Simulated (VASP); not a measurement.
Set up this calculation in VASP 6.6.1, as the native input.

```yaml
Task: single point
Functional: PBEsol
Potentials_or_basis: VASP PAW PBE potentials, release 64 (Ca_sv, Se)
Cutoff: 520 eV
k_mesh: 8 × 8 × 8
Occupations: gaussian, width 0.05 eV
Spin: no spin polarisation
Dipole_correction: no
Further_INCAR_settings: ALGO = Normal; EDIFF = 1e-07; NBANDS = 15
```

The structure of CaSe lies in POSCAR:

```
CaSe
1.0
    0.0369500000      2.9560000000      2.9560000000
    2.9560000000      0.0369500000      2.9560000000
    2.9929500000      2.9929500000      0.0000000000
Ca Se
1 1
Direct
    0.0000000000      0.0000000000      0.0000000000
    0.5000000000      0.5000000000      0.5000000000
```

This cell differs from its parent crystal: strain +0.0250 x Voigt [0, 0, 0, 0, 0, 1].

One way to write it, as run:

INCAR

```
SYSTEM = CaSe
ALGO     = Normal         ! electronic algorithm
EDIFF    = 1E-7           ! SCF threshold, eV
ENCUT    = 520            ! plane-wave cutoff, eV
GGA      = PS             ! functional
ISIF     = 2              ! what is computed and relaxed
ISMEAR   = 0              ! smearing method
LASPH    = .TRUE.         ! aspherical terms in the spheres
LCHARG   = .FALSE.        ! write CHGCAR
LREAL    = .FALSE.        ! projectors in reciprocal space
LWAVE    = .FALSE.        ! write WAVECAR
NBANDS   = 15             ! bands
NELM     = 80             ! most SCF steps
PREC     = Accurate       ! precision mode
SIGMA    = 0.05           ! smearing width, eV
```

KPOINTS

```
k-points
0
G
  8 8 8
  0 0 0
```

Potentials or basis: VASP PAW PBE potentials, release 64 (Ca_sv, Se).

The run is started by

```console
$ cat potpaw_PBE.64/Ca_sv/POTCAR potpaw_PBE.64/Se/POTCAR > POTCAR
$ mpirun -np 1 vasp_std > vasp.out
```

Results of the run:

```json
{
 "Pressure": "-0.9 GPa",
 "Band gap on the k mesh": "1.85 eV (least direct gap 2.77 eV)"
}
```

Caveat: the cell differs from its parent crystal (strain +0.0250 x Voigt [0, 0, 0, 0, 0, 1]); the PAW data sets were made with another functional, which shifts forces and pressure a little.

Wall time 28 s on 1 thread of Intel(R) Xeon(R) 6975P-C (Granite Rapids), with other jobs on the host, peak memory 0.22 GiB.
